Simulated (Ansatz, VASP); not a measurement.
# One calculation of BaS, two programs

```
CELL_PARAMETERS angstrom
0.00000 3.24612 3.24612
3.24612 0.00000 3.24612
3.24612 3.24612 0.00000
ATOMIC_POSITIONS crystal
Ba 0.00000 0.00000 0.00000
S 0.50000 0.50000 0.50000
```

Change from the starting cell: volume scaled by 1.05.

Alike in both runs: task single point; functional PBEsol; k mesh 8 × 8 × 8; occupations fermi-dirac, width 0.02 eV; no spin polarisation.

|  | VASP | Ansatz |
| --- | --- | --- |
| version | VASP 6.6.1 | Ansatz 0.2.0 |
| potentials or method | VASP PAW PBE potentials, release 64 (Ba_sv, S), cutoff 520 eV | all-electron LAPW, scalar-relativistic |

```tsv
	VASP	Ansatz	Ansatz less VASP
gap on the k mesh at the Fermi level (eV)	2.06	2.15	+0.089
pressure (GPa)	-2.4	-2.9	-0.51
```

VASP's potentials were made for PBE, not for PBEsol. Ansatz ran all-electron here, and VASP with PAW potentials.

Neither program's run includes spin-orbit coupling.
